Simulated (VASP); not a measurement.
# BAs (F-43m) in VASP: settings compared, part 2 of 3

VASP 6.6.1. Earlier steps stand in the parts before.

### Step 3. Single point, PBEsol+D4

The input, INCAR:

```
  ALGO = Normal
  EDIFF = 1E-6
  ENCUT = 500
  GGA = PS
  GGA_COMPAT = F
  ISIF = 2
  ISMEAR = 0
  IVDW = 13
  LASPH = T
  LCHARG = F
  LREAL = F
  LWAVE = F
  NBANDS = 11
  NELM = 120
  PREC = Accurate
  SIGMA = 0.01
```

The input, KPOINTS:

```
k-points
0
Gamma
  6 6 6
```

The input, POSCAR:

```
BAs
1.0
    0.0000000000      2.3918698977      2.3918698977
    2.3918698977      0.0000000000      2.3918698977
    2.3918698977      2.3918698977      0.0000000000
B As
1 1
Direct
    0.0000000000      0.0000000000      0.0000000000
    0.2500000000      0.2500000000      0.2500000000
```

Potentials or basis: VASP PAW PBE potentials, release 64 (B, As).

Started as:

```console
$ cat potpaw_PBE.64/B/POTCAR potpaw_PBE.64/As/POTCAR > POTCAR
$ mpirun -np 1 vasp_std > vasp.out
```

OUTCAR:

```text
EDIFF = 1E-6
   ENCUT = 500
   GGA = PS
   ISIF = 2
   ISMEAR = 0
   IVDW = 13
   LASPH = T
   LREAL = F
   NELM = 120
   PREC = Accurate

 ion  position               nearest neighbor table
   1  0.000  0.000  0.000-   2 2.07   2 2.07   2 2.07   2 2.07
   2  0.250  0.250  0.250-   1 2.07   1 2.07   1 2.07   1 2.07

  LATTYP: Found a face centered cubic cell.
 ALAT       =     4.7837397954

  Lattice vectors:

 A1 = (   0.0000000000,   2.3918698977,   2.3918698977)
 A2 = (   2.3918698977,   0.0000000000,   2.3918698977)
 A3 = (   2.3918698977,   2.3918698977,   0.0000000000)

Analysis of symmetry for initial positions (statically):
=====================================================================
 Subroutine PRICEL returns:
 Original cell was already a primitive cell.

 Routine SETGRP: Setting up the symmetry group for a
 face centered cubic supercell.

 Subroutine GETGRP returns: Found 24 space group operations
 (whereof 24 operations were pure point group operations)
 out of a pool of 48 trial point group operations.

The static configuration has the point symmetry T_d .

Analysis of symmetry for dynamics (positions and initial velocities):
=====================================================================
 Subroutine PRICEL returns:
 Original cell was already a primitive cell.

 Routine SETGRP: Setting up the symmetry group for a
 face centered cubic supercell.

 Subroutine GETGRP returns: Found 24 space group operations
 (whereof 24 operations were pure point group operations)
 out of a pool of 48 trial point group operations.

The dynamic configuration has the point symmetry T_d .

 Subroutine INISYM returns: Found 24 space group operations
 (whereof 24 operations are pure point group operations),
 and found     1 'primitive' translations

----------------------------------------------------------------------------------------

                                     Primitive cell

  volume of cell :      27.3680

  direct lattice vectors                    reciprocal lattice vectors
     0.000000000  2.391869898  2.391869898    -0.209041470  0.209041470  0.209041470
     2.391869898  0.000000000  2.391869898     0.209041470 -0.209041470  0.209041470
     2.391869898  2.391869898  0.000000000     0.209041470  0.209041470 -0.209041470

  length of vectors
     3.382614849  3.382614849  3.382614849     0.362070447  0.362070447  0.362070447

  position of ions in fractional coordinates (direct lattice)
     0.000000000  0.000000000  0.000000000
     0.250000000  0.250000000  0.250000000

  ion indices of the primitive-cell ions
   primitive index   ion index
                 1           1
                 2           2

----------------------------------------------------------------------------------------

 KPOINTS: k-points

Automatic generation of k-mesh.
 Grid dimensions read from file:
 generate k-points for:    6    6    6

 Generating k-lattice:

  Cartesian coordinates                     Fractional coordinates (reciprocal lattice)
    -0.034840245  0.034840245  0.034840245     0.166666667  0.000000000  0.000000000
     0.034840245 -0.034840245  0.034840245     0.000000000  0.166666667  0.000000000
     0.034840245  0.034840245 -0.034840245     0.000000000  0.000000000  0.166666667

  Length of vectors
     0.060345075  0.060345075  0.060345075

  Shift w.r.t. Gamma in fractional coordinates (k-lattice)
     0.000000000  0.000000000  0.000000000

 Subroutine IBZKPT returns following result:
 ===========================================

 Found     16 irreducible k-points:

 Following reciprocal coordinates:
            Coordinates               Weight
  0.000000  0.000000  0.000000      1.000000
  0.166667  0.000000  0.000000      8.000000
  0.333333  0.000000  0.000000      8.000000
  0.500000  0.000000  0.000000      4.000000
  0.166667  0.166667  0.000000      6.000000
  0.333333  0.166667  0.000000     24.000000
[... 8 lines left out ...]
 -0.333333  0.333333  0.166667     24.000000
 -0.333333  0.500000  0.166667     12.000000
   k-points           NKPTS =     16   k-points in BZ     NKDIM =     16   number of bands    NBANDS=     11
   number of dos      NEDOS =    301   number of ions     NIONS =      2
   total plane-waves  NPLWV =  21952
   dimension x,y,z NGX =    28 NGY =   28 NGZ =   28
   dimension x,y,z NGXF=    56 NGYF=   56 NGZF=   56
   ions per type =               1   1
   NGX,Y,Z   is equivalent  to a cutoff of  13.76, 13.76, 13.76 a.u.
   NGXF,Y,Z  is equivalent  to a cutoff of  27.52, 27.52, 27.52 a.u.
 SYSTEM =  unknown system
   PREC   = accura    normal or accurate (medium, high low for compatibility)
   ISTART =      0    job   : 0-new  1-cont  2-samecut
   ICHARG =      2    charge: 1-file 2-atom 10-const
   ISPIN  =      1    spin polarized calculation?
   LNONCOLLINEAR =      F non collinear calculations
   LSORBIT =      F    spin-orbit coupling
   LASPH  =      T    aspherical Exc in radial PAW
   ENCUT  =  500.0 eV  36.75 Ry    6.06 a.u.   6.17  6.17  6.17*2*pi/ulx,y,z
   NELM   =    120;   NELMIN=  2; NELMDL= -5     # of ELM steps
   EDIFF  = 0.1E-05   stopping-criterion for ELM
   LREAL  =      F    real-space projection
   EDIFFG = 0.1E-04   stopping-criterion for IOM
   NSW    =      0    number of steps for IOM
   IBRION =     -1    ionic relax: 0-MD 1-quasi-New 2-CG
   NFREE  =      0    steps in history (QN), initial steepest desc. (CG)
   ISIF   =      2    stress and relaxation
   ISYM   =      2    0-nonsym 1-usesym 2-fastsym
   POTIM  = 0.5000    time-step for ionic-motion
   TEBEG  =    0.0;   TEEND  =   0.0 temperature during run
   PSTRESS=    0.0 pullay stress
   NELECT =       8.0000    total number of electrons
   NUPDOWN=      -1.0000    fix difference up-down
   EMIN   =  10.00;   EMAX   =-10.00  energy-range for DOS
   EFERMI =   0.00;   METHOD = LEGACY
   ISMEAR =     0;   SIGMA  =   0.01  broadening in eV -4-tet -1-fermi 0-gaus
   EFERMI_NEDOS =   21; number of points for ismear=-14 and -15
   IALGO  =     38    algorithm
   IMIX   =      4    mixing-type and parameters
     AMIX     =   0.40;   BMIX     =  1.00
     AMIX_MAG =   1.60;   BMIX_MAG =  1.00
  volume/ion in A,a.u.               =      13.68        92.34
  Fermi-wavevector in a.u.,A,eV,Ry     =   1.086486  2.053160 16.061008  1.180451
  Thomas-Fermi vector in A             =   2.222623
   LORBIT       =      0    0 simple, 1 ext, 2 COOP (PROOUT), +10 PAW based schemes
   GGA     = PS    functional components
   LHFCALC =     F    Hartree Fock is set to
   AEXX    =    0.0000 exact exchange contribution
   IVDW    =    13    specifies the selected vdW correction
   LEPSILON=     F    determine dielectric tensor
   LRPA    =     F    only Hartree local field effects (RPA)
 non-spin polarized calculation
 Gauss-broadening in eV      SIGMA  =   0.01
  energy-cutoff  :      500.00
  volume of cell :       27.37
 maximum number of plane-waves:       725
 NGX is ok and might be reduce to    28
   NGX = 13   NGY = 13   NGZ = 13

 number of electron       8.0000000 magnetization

 Free energy of the ion-electron system (eV)
  ---------------------------------------------------
  ext. energy  EPLUGINS =         0.00000000
  ---------------------------------------------------
  free energy    TOTEN  =       -12.18382228 eV

  energy without entropy =      -12.18382228  energy(sigma->0) =      -12.18382228

 E-fermi :   6.0896     XC(G=0): -10.7104

 val. band max:        6.0038727313   @ k =   0.0000   0.0000   0.0000
 cond. band min:       7.1872541069   @ k =   0.3333   0.3333   0.0000
 fundamental gap:      1.1833813756
 Fermi energy:         6.0895627930

 k-point     1 :       0.0000    0.0000    0.0000
  band No.  band energies     occupation
      1      -9.3967      2.00000
      2       6.0039      2.00000
      3       6.0039      2.00000
      4       6.0039      2.00000
      5       9.2357      0.00000
      6       9.2357      0.00000
      7       9.2357      0.00000
      8      10.6321      0.00000
      9      15.3268      0.00000
     10      18.9130      0.00000
     11      18.9130      0.00000
[... 197 lines left out ...]
 k-point    16 :      -0.3333    0.5000    0.1667
  band No.  band energies     occupation
      1      -5.1035      2.00000
      2      -2.1757      2.00000
      3       0.8211      2.00000
      4       1.0151      2.00000
      5       9.6980      0.00000
      6       9.8898      0.00000
      7      14.5871      0.00000
      8      14.7944      0.00000
      9      18.2242      0.00000
     10      21.5342      0.00000
     11      21.7268      0.00000

------------------------ aborting loop because EDIFF is reached ----------------------------------------

  DFT-D4 for vdW energy calculation

  Edisp (eV):   -0.42241

  FORCE on cell =-STRESS in cart. coord.  units (eV):
  Direction    XX          YY          ZZ          XY          YZ          ZX
  --------------------------------------------------------------------------------------
  -------------------------------------------------------------------------------------
  Total      -0.50596    -0.50596    -0.50596     0.00000    -0.00000    -0.00000
  in kB     -29.61969   -29.61969   -29.61969     0.00000    -0.00000    -0.00000
  external pressure =      -29.62 kB  Pullay stress =        0.00 kB

 VOLUME and BASIS-vectors are now :
 -----------------------------------------------------------------------------
  energy-cutoff  :      500.00
  volume of cell :       27.37
      direct lattice vectors                 reciprocal lattice vectors
     0.000000000  2.391869898  2.391869898    -0.209041470  0.209041470  0.209041470
     2.391869898  0.000000000  2.391869898     0.209041470 -0.209041470  0.209041470
     2.391869898  2.391869898  0.000000000     0.209041470  0.209041470 -0.209041470

 POSITION                                       TOTAL-FORCE (eV/Angst)
 -----------------------------------------------------------------------------------
      0.00000      0.00000      0.00000         0.000000     -0.000000     -0.000000
      1.19593      1.19593      1.19593        -0.000000      0.000000      0.000000
 -----------------------------------------------------------------------------------
    total drift:                               -0.000000     -0.000000     -0.000000

  FREE ENERGIE OF THE ION-ELECTRON SYSTEM (eV)
  ---------------------------------------------------
  free  energy   TOTEN  =       -12.6062323080 eV

  energy  without entropy=      -12.6062323080  energy(sigma->0) =      -12.60623231
```

stdout:

```text
POSCAR found type information on POSCAR B As
 POSCAR found :  2 types and       2 ions
 scaLAPACK will be used
 -----------------------------------------------------------------------------
|                                                                             |
|                                                                             |
|     You enforced a specific xc type in the INCAR file but a different       |
|     I HOPE YOU KNOW WHAT YOU ARE DOING!                                     |
|                                                                             |
 -----------------------------------------------------------------------------

 LDA part: xc-table for (Slater+PW92), standard interpolation
 POSCAR, INCAR and KPOINTS ok, starting setup
 FFT: planning ... GRIDC
 FFT: planning ... GRID_SOFT
 FFT: planning ... GRID
 WAVECAR not read
 entering main loop
```

It used 9.1 s of CPU time on 1 thread of AMD EPYC 7R13 Processor (Zen 3), with other jobs on the host.

Results:

```
Free energy                : -12.6062 eV
Pressure                   : -3.0 GPa
Band gap on the k mesh     : 1.18 eV, indirect (least direct gap 3.23 eV)
Dispersion energy per atom : -0.211 eV
```

Levels at points of the mesh, in eV from the valence-band top:
| k point | band 1 | band 2 | band 3 | band 4 | band 5 | band 6 | band 7 | band 8 |
| --- | --- | --- | --- | --- | --- | --- | --- | --- |
| (0.00, 0.00, 0.00) | -15.40 | 0.00 | 0.00 | 0.00 | 3.23 | 3.23 | 3.23 | 4.63 |
| (0.50, 0.00, 0.00) | -12.53 | -8.80 | -1.82 | -1.82 | 2.63 | 4.72 | 4.72 | 8.69 |
| (0.50, 0.50, 0.00) | -11.23 | -8.51 | -4.09 | -4.09 | 1.31 | 1.34 | 11.30 | 11.30 |

Caveat: the PAW data sets were made with another functional, which shifts forces and pressure a little.

(Continued in part 3 of 3.)
